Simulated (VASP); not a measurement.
# Si32Au (a cell with a defect) in VASP: single point with PBE

Aim: the single point of Si32Au (a cell with a defect) with PBE.

Everything below comes from runs of VASP 6.6.1. Logs are shortened: lines on timing, memory, paths and dates and some standing lists are left out, and cuts for length are marked.

### Step 1. The cell of the first run

The cell holds a defect, 33 atoms: a = 9.474 Å, b = 9.474 Å, c = 9.474 Å, α = 109.47°, β = 109.47°, γ = 109.47°.

### Step 2. Single point, PBE

INCAR reads:

```
SYSTEM = Si32Au
PREC = Accurate ; ENCUT = 520
EDIFF = 1E-6 ; ISMEAR = 0
SIGMA = 0.02 ; LREAL = Auto
LASPH = .TRUE. ; NELM = 80
ALGO = Normal ; ISIF = 2
LWAVE = .FALSE. ; LCHARG = .FALSE.
GGA = PE ; NBANDS = 92
NELECT = 138.0
```

KPOINTS reads:

```
Automatic mesh
0
Gamma
  2 2 2
  0.5 0.5 0.5
```

POSCAR reads:

```
Si32Au
1.0
    5.4700937551     -5.4700937551      5.4700937551
   -5.4700937551     -5.4700937551     -5.4700937551
    5.4700937551      5.4700937551     -5.4700937551
Si Au
32 1
Direct
    0.4988071726      0.0011247522      0.7476349918
    0.7476913894      0.0011215530      0.4987718899
    0.7300902286      0.7347012099      0.7300979981
   -0.0001315334      0.0046512914      0.2704088022
    0.0000928686      0.7479699952      0.4973196296
    0.0000980788      0.4986070847      0.7503843963
    0.2705588910      0.0046866656     -0.0001270545
    0.2498504708      0.7483282158      0.2498185701
    0.2490737017      0.5024617718      0.5014200163
    0.2526201674      0.2536421791      0.7512354786
    0.4973502506      0.7479546390      0.0000620647
    0.5014630686      0.5024713694      0.2490329345
    0.5028302298      0.2507787913      0.5027986947
    0.7504298251      0.4986134831      0.0000650812
    0.7512873058      0.2536515939      0.2525947565
    0.0000957022      0.2519752973      0.0000636187
    0.5005545833      0.2514349043      0.7509322845
    0.7509604376      0.2514234786      0.5005166497
    0.7444117381     -0.0020778437      0.7443757241
    0.0001212959      0.2536323987      0.2558721226
    0.0001815325      0.0004875602      0.5141588291
    0.0002050239      0.7443215203      0.7430558199
    0.2559260522      0.2536336783      0.0000850991
    0.2572153354      0.0013170707      0.2571642394
    0.2505598736      0.7509980055      0.4996737940
    0.2492188546      0.5005742356      0.7496049764
    0.5142562680      0.0004846352      0.0001367435
    0.4997106306      0.7510075117      0.2505358338
    0.4863960508      0.4867163378      0.4863501649
    0.7430888175      0.7443259992      0.0001551162
    0.7496478458      0.5005793543      0.2491845773
    0.0001611490      0.5020986153      0.0001184623
    0.0008341722     -0.0334223705      0.0006732060
```

Potentials or basis: VASP PAW PBE potentials, release 64 (Si, Au).

Command:

```bash
cat potpaw_PBE.64/Si/POTCAR potpaw_PBE.64/Au/POTCAR > POTCAR
mpirun -np 1 vasp_std > vasp.out
```

OUTCAR:

```text
SYSTEM = Si32Au
   PREC = Accurate
   ENCUT = 520
   EDIFF = 1E-6
   ISMEAR = 0
   LREAL = Auto
   LASPH = .TRUE.
   NELM = 80
   ISIF = 2
   GGA = PE
   NELECT = 138.0

 ion  position               nearest neighbor table
   1  0.499  0.001  0.748-  19 2.35  27 2.35  17 2.36  25 2.36
   2  0.748  0.001  0.499-  19 2.35  21 2.35  18 2.36  28 2.36
   3  0.730  0.735  0.730-  29 2.32  19 2.41  33 2.47  30 2.49  22 2.49
   4  1.000  0.005  0.270-  21 2.32  20 2.41  33 2.46  30 2.49  24 2.49
   5  0.000  0.748  0.497-  22 2.34  21 2.34  31 2.36  25 2.36
   6  0.000  0.499  0.750-  22 2.35  32 2.36  26 2.36  18 2.36
   7  0.271  0.005  1.000-  27 2.32  23 2.41  33 2.46  22 2.49  24 2.49
   8  0.250  0.748  0.250-  24 2.35  32 2.35  28 2.36  25 2.36
   9  0.249  0.502  0.501-  20 2.35  29 2.35  25 2.36  26 2.36
  10  0.253  0.254  0.751-  23 2.35  21 2.35  26 2.36  17 2.36
  11  0.497  0.748  0.000-  30 2.34  27 2.34  26 2.36  28 2.36
  12  0.501  0.502  0.249-  23 2.35  29 2.35  28 2.36  31 2.36
  13  0.503  0.251  0.503-  24 2.34  29 2.34  17 2.36  18 2.36
  14  0.750  0.499  0.000-  30 2.35  32 2.36  31 2.36  17 2.36
  15  0.751  0.254  0.253-  20 2.35  27 2.35  31 2.36  18 2.36
  16  0.000  0.252  0.000-  32 2.37  19 2.42  20 2.42  23 2.42  33 2.71
  17  0.501  0.251  0.751-   1 2.36  13 2.36  14 2.36  10 2.36
  18  0.751  0.251  0.501-   2 2.36  13 2.36   6 2.36  15 2.36
  19  0.744  0.998  0.744-   1 2.35   2 2.35   3 2.41  16 2.42  33 2.99
  20  0.000  0.254  0.256-  15 2.35   9 2.35   4 2.41  16 2.42  33 2.98
  21  0.000  0.000  0.514-   4 2.32   5 2.34  10 2.35   2 2.35
  22  0.000  0.744  0.743-   5 2.34   6 2.35   7 2.49   3 2.49  33 2.64
  23  0.256  0.254  0.000-  10 2.35  12 2.35   7 2.41  16 2.42  33 2.98
  24  0.257  0.001  0.257-  13 2.34   8 2.35   7 2.49   4 2.49  33 2.63
  25  0.251  0.751  0.500-   9 2.36   5 2.36   8 2.36   1 2.36
  26  0.249  0.501  0.750-  10 2.36  11 2.36   6 2.36   9 2.36
  27  0.514  0.000  0.000-   7 2.32  11 2.34  15 2.35   1 2.35
  28  0.500  0.751  0.251-  12 2.36  11 2.36   8 2.36   2 2.36
  29  0.486  0.487  0.486-   3 2.32  13 2.34  12 2.35   9 2.35
  30  0.743  0.744  0.000-  11 2.34  14 2.35   4 2.49   3 2.49  33 2.64
  31  0.750  0.501  0.249-  15 2.36   5 2.36  14 2.36  12 2.36
  32  0.000  0.502  0.000-   8 2.35   6 2.36  14 2.36  16 2.37
  33  0.001  0.967  0.001-   7 2.46   4 2.46   3 2.47  24 2.63  22 2.64  30 2.64  16 2.71  23 2.98
                            20 2.98  19 2.99

  LATTYP: Found a body centered cubic cell.
 ALAT       =    10.9401875102

  Lattice vectors:

 A1 = (   5.4700937551,  -5.4700937551,   5.4700937551)
 A2 = (  -5.4700937551,  -5.4700937551,  -5.4700937551)
 A3 = (   5.4700937551,   5.4700937551,  -5.4700937551)

Analysis of symmetry for initial positions (statically):
=====================================================================
 Subroutine PRICEL returns:
 Original cell was already a primitive cell.

 Routine SETGRP: Setting up the symmetry group for a
 body centered cubic supercell.

 Subroutine GETGRP returns: Found  1 space group operations
 (whereof  1 operations were pure point group operations)
 out of a pool of 48 trial point group operations.

The static configuration has the point symmetry C_1 .

Analysis of symmetry for dynamics (positions and initial velocities):
=====================================================================
 Subroutine PRICEL returns:
 Original cell was already a primitive cell.

 Routine SETGRP: Setting up the symmetry group for a
 body centered cubic supercell.

 Subroutine GETGRP returns: Found  1 space group operations
 (whereof  1 operations were pure point group operations)
 out of a pool of 48 trial point group operations.

The dynamic configuration has the point symmetry C_1 .

 Subroutine INISYM returns: Found  1 space group operations
 (whereof  1 operations are pure point group operations),
 and found     1 'primitive' translations

----------------------------------------------------------------------------------------

                                     Primitive cell

  volume of cell :     654.7030

  direct lattice vectors                    reciprocal lattice vectors
     5.470093755 -5.470093755  5.470093755     0.091406112 -0.091406112  0.000000000
    -5.470093755 -5.470093755 -5.470093755     0.000000000 -0.091406112 -0.091406112
     5.470093755  5.470093755 -5.470093755     0.091406112  0.000000000 -0.091406112

  length of vectors
     9.474480306  9.474480306  9.474480306     0.129267763  0.129267763  0.129267763

  position of ions in fractional coordinates (direct lattice)
     0.498807173  0.001124752  0.747634992
     0.747691389  0.001121553  0.498771890
     0.730090229  0.734701210  0.730097998
     0.999868467  0.004651291  0.270408802
     0.000092869  0.747969995  0.497319630
     0.000098079  0.498607085  0.750384396
[... 25 lines left out ...]
     0.000161149  0.502098615  0.000118462
     0.000834172  0.966577630  0.000673206

  ion indices of the primitive-cell ions
   primitive index   ion index
                 1           1
                 2           2
                 3           3
                 4           4
                 5           5
                 6           6
[... 25 lines left out ...]
                32          32
                33          33

----------------------------------------------------------------------------------------

 KPOINTS: Automatic mesh

Automatic generation of k-mesh.
 Grid dimensions read from file:
 generate k-points for:    2    2    2

 Generating k-lattice:

  Cartesian coordinates                     Fractional coordinates (reciprocal lattice)
     0.045703056 -0.045703056  0.000000000     0.500000000  0.000000000  0.000000000
     0.000000000 -0.045703056 -0.045703056     0.000000000  0.500000000  0.000000000
     0.045703056  0.000000000 -0.045703056     0.000000000  0.000000000  0.500000000

  Length of vectors
     0.064633881  0.064633881  0.064633881

  Shift w.r.t. Gamma in fractional coordinates (k-lattice)
     0.500000000  0.500000000  0.500000000

 Subroutine IBZKPT returns following result:
 ===========================================

 Found      4 irreducible k-points:

 Following reciprocal coordinates:
            Coordinates               Weight
  0.250000  0.250000  0.250000      2.000000
 -0.250000  0.250000  0.250000      2.000000
  0.250000 -0.250000  0.250000      2.000000
  0.250000  0.250000 -0.250000      2.000000
   k-points           NKPTS =      4   k-points in BZ     NKDIM =      4   number of bands    NBANDS=     92
   number of dos      NEDOS =    301   number of ions     NIONS =     33
   total plane-waves  NPLWV = 343000
   dimension x,y,z NGX =    70 NGY =   70 NGZ =   70
   dimension x,y,z NGXF=   140 NGYF=  140 NGZF=  140
   ions per type =              32   1
   NGX,Y,Z   is equivalent  to a cutoff of  12.28, 12.28, 12.28 a.u.
   NGXF,Y,Z  is equivalent  to a cutoff of  24.57, 24.57, 24.57 a.u.
 SYSTEM =  Si32Au
   PREC   = accura    normal or accurate (medium, high low for compatibility)
   ISTART =      0    job   : 0-new  1-cont  2-samecut
   ICHARG =      2    charge: 1-file 2-atom 10-const
   ISPIN  =      1    spin polarized calculation?
   LNONCOLLINEAR =      F non collinear calculations
   LSORBIT =      F    spin-orbit coupling
   LASPH  =      T    aspherical Exc in radial PAW
   ENCUT  =  520.0 eV  38.22 Ry    6.18 a.u.  17.62 17.62 17.62*2*pi/ulx,y,z
   NELM   =     80;   NELMIN=  2; NELMDL= -5     # of ELM steps
   EDIFF  = 0.1E-05   stopping-criterion for ELM
   LREAL  =      T    real-space projection
   EDIFFG = 0.1E-04   stopping-criterion for IOM
   NSW    =      0    number of steps for IOM
   IBRION =     -1    ionic relax: 0-MD 1-quasi-New 2-CG
   NFREE  =      0    steps in history (QN), initial steepest desc. (CG)
   ISIF   =      2    stress and relaxation
   ISYM   =      2    0-nonsym 1-usesym 2-fastsym
   POTIM  = 0.5000    time-step for ionic-motion
   TEBEG  =    0.0;   TEEND  =   0.0 temperature during run
   PSTRESS=    0.0 pullay stress
   NELECT =     138.0000    total number of electrons
   NUPDOWN=      -1.0000    fix difference up-down
   EMIN   =  10.00;   EMAX   =-10.00  energy-range for DOS
   EFERMI =   0.00;   METHOD = LEGACY
   ISMEAR =     0;   SIGMA  =   0.02  broadening in eV -4-tet -1-fermi 0-gaus
   EFERMI_NEDOS =   21; number of points for ismear=-14 and -15
   IALGO  =     38    algorithm
   IMIX   =      4    mixing-type and parameters
     AMIX     =   0.40;   BMIX     =  1.00
     AMIX_MAG =   1.60;   BMIX_MAG =  1.00
  volume/ion in A,a.u.               =      19.84       133.88
  Fermi-wavevector in a.u.,A,eV,Ry     =   0.974286  1.841133 12.915100  0.949233
  Thomas-Fermi vector in A             =   2.104733
   LORBIT       =      0    0 simple, 1 ext, 2 COOP (PROOUT), +10 PAW based schemes
   GGA     = PE    functional components
   LHFCALC =     F    Hartree Fock is set to
   AEXX    =    0.0000 exact exchange contribution
   IVDW    =     0    specifies the selected vdW correction
   LEPSILON=     F    determine dielectric tensor
   LRPA    =     F    only Hartree local field effects (RPA)
 non-spin polarized calculation
 Gauss-broadening in eV      SIGMA  =   0.02
  energy-cutoff  :      520.00
  volume of cell :      654.70
 maximum number of plane-waves:     17628
 NGX is ok and might be reduce to    70
   NGX = 35   NGY = 35   NGZ = 35

 number of electron     138.0000003 magnetization

 Free energy of the ion-electron system (eV)
  ---------------------------------------------------
  ext. energy  EPLUGINS =         0.00000000
  ---------------------------------------------------
  free energy    TOTEN  =      -180.53590162 eV

  energy without entropy =     -180.53590162  energy(sigma->0) =     -180.53590162

 E-fermi :   5.5928     XC(G=0):  -9.4846

 val. band max:        5.4780198939   @ k =   0.2500   0.2500   0.2500
 cond. band min:       6.3974455513   @ k =   0.2500   0.2500  -0.2500
 fundamental gap:      0.9194256575
 Fermi energy:         5.5928131623

 k-point     1 :       0.2500    0.2500    0.2500
  band No.  band energies     occupation
      1      -5.5188      2.00000
      2      -5.1418      2.00000
      3      -5.1409      2.00000
      4      -5.1118      2.00000
      5      -3.6026      2.00000
      6      -3.4412      2.00000
[... 73 lines left out ...]
     80       7.5737      0.00000
     81       7.5738      0.00000

 k-point     2 :      -0.2500    0.2500    0.2500
  band No.  band energies     occupation
      1      -5.7928      2.00000
      2      -4.9125      2.00000
      3      -4.6630      2.00000
      4      -4.6248      2.00000
      5      -4.5983      2.00000
      6      -3.9154      2.00000
[... 73 lines left out ...]
     80       8.2086      0.00000
     81       8.2879      0.00000

 k-point     3 :       0.2500   -0.2500    0.2500
  band No.  band energies     occupation
      1      -5.7929      2.00000
      2      -4.9121      2.00000
      3      -4.6640      2.00000
      4      -4.6241      2.00000
      5      -4.5984      2.00000
      6      -3.9154      2.00000
[... 73 lines left out ...]
     80       8.2065      0.00000
     81       8.2883      0.00000

 k-point     4 :       0.2500    0.2500   -0.2500
  band No.  band energies     occupation
      1      -5.7928      2.00000
      2      -4.9126      2.00000
      3      -4.6628      2.00000
      4      -4.6250      2.00000
      5      -4.5983      2.00000
      6      -3.9154      2.00000
[... 73 lines left out ...]
     80       8.2089      0.00000
     81       8.2878      0.00000
 [bands above 81 left out]

------------------------ aborting loop because EDIFF is reached ----------------------------------------

  FORCE on cell =-STRESS in cart. coord.  units (eV):
  Direction    XX          YY          ZZ          XY          YZ          ZX
  --------------------------------------------------------------------------------------
  -------------------------------------------------------------------------------------
  Total       -1.2863192     -1.2992442     -1.2972923     -0.9528873     -0.9984737     -0.9426824
  in kB       -3.1478573     -3.1794872     -3.1747105     -2.3318887     -2.4434470     -2.3069155
  external PRESSURE =      -3.1673516 kB  Pullay stress =       0.0000000 kB

 VOLUME and BASIS-vectors are now :
 -----------------------------------------------------------------------------
  energy-cutoff  :      520.00
  volume of cell :      654.70
      direct lattice vectors                 reciprocal lattice vectors
     5.470093755 -5.470093755  5.470093755     0.091406112 -0.091406112  0.000000000
    -5.470093755 -5.470093755 -5.470093755     0.000000000 -0.091406112 -0.091406112
     5.470093755  5.470093755 -5.470093755     0.091406112  0.000000000 -0.091406112

 POSITION                                       TOTAL-FORCE (eV/Angst)
 -----------------------------------------------------------------------------------
      6.81200      1.35496     -1.36726         0.001212      0.000358      0.002035
      6.81214     -1.36775      1.35548         0.001584      0.002114      0.000166
      3.96848     -4.01884     -4.01893         0.000343     -0.011388     -0.010041
      6.92309     -4.01566      3.96477        -0.007500     -0.015021     -0.000325
     -1.37057     -1.37159     -6.81134         0.003467      0.002259      0.000088
      1.37778      1.37671     -6.83156        -0.000185     -0.000196     -0.000173
[... 25 lines left out ...]
     -2.74500     -2.74676     -2.74629         0.005068      0.006961      0.006456
     -5.27902     -5.28815     -5.28639         0.008142      0.027952      0.023999
 -----------------------------------------------------------------------------------
    total drift:                               -0.001347      0.000921      0.001078

  FREE ENERGIE OF THE ION-ELECTRON SYSTEM (eV)
  ---------------------------------------------------
  free  energy   TOTEN  =      -180.5359016194 eV

  energy  without entropy=     -180.5359016194  energy(sigma->0) =     -180.53590162
```

It took 17 min on 1 thread of AMD EPYC 7R43 (Zen 3), shared host; peak memory 0.69 GiB.

Results:

- Free energy: -180.5359 eV
- Largest force: 0.038 eV/Å

Forces on the atoms (eV/Å):
```
Si   0.001  0.000  0.002
Si   0.002  0.002  0.000
Si   0.000 -0.011 -0.010
Si  -0.007 -0.015  0.000
Si   0.003  0.002  0.000
Si   0.000  0.000  0.000
Si  -0.008 -0.002 -0.014
Si   0.000  0.001  0.000
Si   0.000  0.002  0.001
Si   0.002  0.001  0.000
Si   0.003  0.000  0.002
Si   0.000  0.001  0.003
Si   0.001  0.002  0.003
Si   0.000  0.000  0.000
Si   0.003  0.000  0.001
Si  -0.003 -0.006 -0.005
Si  -0.001  0.001 -0.003
Si  -0.001 -0.003  0.001
Si  -0.003 -0.001 -0.001
Si  -0.001 -0.002 -0.003
Si  -0.002 -0.001  0.002
Si   0.005  0.006 -0.013
Si  -0.001 -0.003 -0.002
Si  -0.013  0.005  0.005
Si   0.001 -0.003 -0.002
Si  -0.002 -0.001  0.001
Si  -0.002  0.001 -0.001
Si   0.001 -0.001 -0.003
Si   0.005  0.000 -0.001
Si   0.006 -0.013  0.007
Si  -0.002  0.001 -0.001
Si   0.005  0.007  0.006
Au   0.008  0.028  0.024
```

Caveat: the cell carries a net charge on a neutralising background, which shifts energy and pressure; the cell is charged against a uniform background, so pressure and absolute levels hang on convention; spin-orbit coupling is left out, which moves the levels of the heavy elements.
